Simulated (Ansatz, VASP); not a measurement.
## One calculation of Ta2N, two programs

The input INCAR:

```
  PREC = Accurate
  ENCUT = 520
  EDIFF = 1E-7
  ISMEAR = 0
  SIGMA = 0.15
  LREAL = F
  LASPH = T
  NELM = 60
  ALGO = Normal
  ISIF = 2
  LWAVE = F
  LCHARG = T
  GGA = PS
  LELF = T
  LVHAR = T
  NBANDS = 20
```

File KPOINTS:

```
regular mesh
0
Gamma
  18 18 10
```

POSCAR

```
Ta2N
1.0
    3.0786153869      0.0000000000      0.0000000000
   -1.5393076935      2.6661591336      0.0000000000
    0.0000000000      0.0000000000      4.8232571780
Ta N
2 1
Direct
    0.6666666667      0.3333333333      0.7458943429
    0.3333333333      0.6666666667      0.2533834467
    0.0000000000      0.0000000000      0.0093297949
```

Input for Ansatz:

```yaml
crystal:
  lattice:
    - [3.0786153869, 0.0, 0.0]
    - [-1.5393076935, 2.6661591336, 0.0]
    - [0.0, 0.0, 4.823257178]
  atoms:
    - { symbol: Ta, position: [0.6666666667, 0.3333333333, 0.7458943429] }
    - { symbol: Ta, position: [0.3333333333, 0.6666666667, 0.2533834467] }
    - { symbol: "N", position: [0.0, 0.0, 0.0093297949] }
basis:
  ecutwfc: 420
kpoints:
  mp_grid: { grid: [18, 18, 10] }
hamiltonian:
  xc: pbesol
scf:
  occupations: { method: gaussian, width: 0.15 }
output:
  forces: true
  stress: true
  eigenvalues: true
```

Change from the starting cell: mode 9 (572.2 1/cm) frozen in, largest displacement +0.045 Å.

Alike in both runs: task single point; functional PBEsol; k mesh 18 × 18 × 10; occupations gaussian, width 0.15 eV; no spin polarisation.

|  | VASP | Ansatz |
| --- | --- | --- |
| version | VASP 6.6.1 | Ansatz 0.2.0 |
| potentials or method | VASP PAW PBE potentials, release 64 (Ta_pv, N), cutoff 520 eV | scalar-relativistic, plane waves, PAW |
| valence electrons in the cell | 27 | 31 |

```tsv
	VASP	Ansatz	Ansatz less VASP
gap on the k mesh at the Fermi level (eV)	none	none	-
pressure (GPa)	0.8	0.2	-0.58
traceless stress, the component that is largest in VASP (GPa)	-0.17	-0.11	+0.060
rms of the force components (eV/Å)	0.313	0.309	-0.0042
```

VASP's potentials were made for PBE, not for PBEsol. Atom by atom the forces differ by 0.027 eV/Å (rms over components). A gap of «none» marks a metal or a gap that the smearing closes. With one functional, cell and mesh, what is left measures potentials, basis and numerics. VASP's potentials hold 27 valence electrons a cell and Ansatz's 31, so a difference there can come from the potentials and not from the codes.

Spin-orbit coupling is off throughout.
